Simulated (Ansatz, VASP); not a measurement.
One calculation of La2H3, two programs

INCAR

```
SYSTEM = La2H3
PREC     = Accurate       ! precision mode
ENCUT    = 520            ! plane-wave cutoff, eV
EDIFF    = 1E-6           ! SCF threshold, eV
ISMEAR   = 0              ! smearing method
SIGMA    = 0.1            ! smearing width, eV
LREAL    = .FALSE.        ! projectors in reciprocal space
LASPH    = .TRUE.         ! aspherical terms in the spheres
NELM     = 60             ! most SCF steps
ALGO     = Normal         ! electronic algorithm
ISIF     = 2              ! what is computed and relaxed
LWAVE    = .FALSE.        ! write WAVECAR
LCHARG   = .TRUE.         ! write CHGCAR
GGA      = PE             ! functional
LELF     = .TRUE.         ! ELF
LVHAR    = .TRUE.       
NBANDS   = 20             ! bands
```

File KPOINTS:

```
Automatic mesh
0
G
  12 12 6
  0 0 0
```

File POSCAR:

```
La2H3
1.0
    3.8370771818      0.0000000000      0.0000000000
   -1.9185385909      3.3230063157      0.0000000000
    0.0000000000      0.0000000000      6.4313832000
La H
2 3
Direct
    0.6666666667      0.3333333333      0.7575570000
    0.3333333333      0.6666666667      0.2424430000
    0.6666666667      0.3333333333      0.3804950000
    0.3333333333      0.6666666667      0.6195050000
    0.0000000000      0.0000000000      0.0000000000
```

Input for Ansatz:

```yaml
crystal:
  lattice:
    - [3.8370771818, 0.0, 0.0]
    - [-1.9185385909, 3.3230063157, 0.0]
    - [0.0, 0.0, 6.4313832]
  atoms:
    - { symbol: La, position: [0.6666666667, 0.3333333333, 0.757557] }
    - { symbol: La, position: [0.3333333333, 0.6666666667, 0.242443] }
    - { symbol: H, position: [0.6666666667, 0.3333333333, 0.380495] }
    - { symbol: H, position: [0.3333333333, 0.6666666667, 0.619505] }
    - { symbol: H, position: [0.0, 0.0, 0.0] }
basis:
  ecutwfc: 420
kpoints:
  mp_grid: { grid: [12, 12, 6] }
  band_path:
    path:
      - [[0.0, 0.0, 0.0], [0.5, 0.0, 0.0], [0.33333333, 0.33333333, 0.0], [0.0, 0.0, 0.0], [0.0, 0.0, 0.5], [0.5, 0.0, 0.5], [0.33333333, 0.33333333, 0.5], [0.0, 0.0, 0.5]]
      - [[0.5, 0.0, 0.5], [0.5, 0.0, 0.0]]
      - [[0.33333333, 0.33333333, 0.5], [0.33333333, 0.33333333, 0.0]]
    npoints: 14
hamiltonian:
  xc: pbe
scf:
  occupations: { method: gaussian, width: 0.1 }
  n_extra_bands: 12
output:
  forces: true
  stress: true
  eigenvalues: true
  populations: true
  dos: { projected: true, de: 0.02, nscf_kmesh: { grid: [15, 15, 8] } }
  bader: true
  write_density: true
  write_potential: true
  elf: true
  volumetric_format: npy
```

Alike in both runs: task single point; functional PBE; k mesh 12 × 12 × 6; occupations gaussian, width 0.1 eV; no spin polarisation.

|  | VASP | Ansatz |
| --- | --- | --- |
| version | VASP 6.6.1 | Ansatz 0.2.0 |
| potentials or method | VASP PAW PBE potentials, release 64 (La, H), cutoff 520 eV | scalar-relativistic, plane waves, PAW |
| valence electrons in the cell | 25 | 25 |

Ansatz gave:

```
gap on the k mesh at the Fermi level (eV) : none
pressure (GPa)                            : 0.0
```

Question: Which values does VASP return?

Answer: gap on the k mesh at the Fermi level (eV): none; pressure (GPa): -0.1.

A gap of «none» marks a metal or a gap that the smearing closes. With one functional, cell and mesh, what is left measures potentials, basis and numerics.

Neither program's run includes spin-orbit coupling.
